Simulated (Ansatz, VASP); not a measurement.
**SnO in VASP and in Ansatz**

```
Sn O
1.0
     3.77648    0.00000    0.00000
     0.00000    3.77648    0.00000
     0.00000    0.00000    4.80354
Sn O
2 2
Direct
  0.00000 0.50000 0.23850
  0.50000 0.00000 0.76150
  0.00000 0.00000 0.00000
  0.50000 0.50000 0.00000
```

Change from the starting cell: volume scaled by 0.98.

Alike in both runs: task single point; functional PBE; k mesh 8 × 8 × 6; occupations fermi-dirac, width 0.01 eV; no spin polarisation.

|  | VASP | Ansatz |
| --- | --- | --- |
| version | VASP 6.6.1 | Ansatz 0.2.0 |
| potentials or method | VASP PAW PBE potentials, release 64 (Sn_d, O), cutoff 520 eV | all-electron LAPW, scalar-relativistic |

|  | VASP | Ansatz | Ansatz less VASP |
| --- | --- | --- | --- |
| pressure (GPa) | 6.6 | 6.3 | -0.29 |
| traceless stress, the component that is largest in VASP (GPa) | -1.09 | -1.10 | -0.004 |
| rms of the force components (eV/Å) | 0.308 | 0.269 | -0.0387 |

Atom by atom the forces differ by 0.039 eV/Å (rms over components). Ansatz ran all-electron here, and VASP with PAW potentials.
